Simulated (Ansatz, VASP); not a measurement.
One calculation of TaN, two programs

The input INCAR:

```
SYSTEM = TaN
PREC = Accurate
ENCUT = 520
EDIFF = 1E-7
ISMEAR = 0
SIGMA = 0.15
LREAL = .FALSE.
LASPH = .TRUE.
NELM = 60
ALGO = Normal
ISIF = 2
LWAVE = .FALSE.
LCHARG = .TRUE.
GGA = PS
LELF = .TRUE.
LVHAR = .TRUE.
NBANDS = 15
```

The input KPOINTS:

```
regular mesh
0
G
  18 18 18
  0 0 0
```

The input POSCAR:

```
TaN
1.0
    0.0000000000      2.1790000000      2.1790000000
    2.1790000000      0.0000000000      2.1790000000
    2.1790000000      2.1790000000      0.0000000000
Ta N
1 1
Direct
    0.5000000000      0.5000000000      0.5000000000
   -0.0516291877      0.0516291877     -0.0516291877
```

Input for Ansatz:

```yaml
crystal:
  lattice:
    - [0.0, 2.179, 2.179]
    - [2.179, 0.0, 2.179]
    - [2.179, 2.179, 0.0]
  atoms:
    - { symbol: Ta, position: [0.5, 0.5, 0.5] }
    - { symbol: "N", position: [-0.0516291877, 0.0516291877, -0.0516291877] }
basis:
  ecutwfc: 420
kpoints:
  mp_grid: { grid: [18, 18, 18] }
hamiltonian:
  xc: pbesol
scf:
  occupations: { method: gaussian, width: 0.15 }
output:
  forces: true
  stress: true
  eigenvalues: true
```

Alike in both runs: task single point; functional PBEsol; k mesh 18 × 18 × 18; occupations gaussian, width 0.15 eV; no spin polarisation.

|  | VASP | Ansatz |
| --- | --- | --- |
| version | VASP 6.6.1 | Ansatz 0.2.0 |
| potentials or method | VASP PAW PBE potentials, release 64 (Ta_pv, N), cutoff 520 eV | scalar-relativistic, plane waves, PAW |
| valence electrons in the cell | 16 | 18 |

|  | VASP | Ansatz | Ansatz less VASP |
| --- | --- | --- | --- |
| gap on the k mesh at the Fermi level (eV) | none | none | - |
| pressure (GPa) | 15.2 | 14.0 | -1.27 |
| traceless stress, the component that is largest in VASP (GPa) | 19.15 | 18.66 | -0.486 |
| rms of the force components (eV/Å) | 1.594 | 1.564 | -0.0300 |

VASP's potentials were made for PBE, not for PBEsol. Atom by atom the forces differ by 0.030 eV/Å (rms over components). A gap of «none» marks a metal or a gap that the smearing closes. VASP's potentials hold 16 valence electrons a cell and Ansatz's 18, so a difference there can come from the potentials and not from the codes.

Spin-orbit coupling is off throughout.
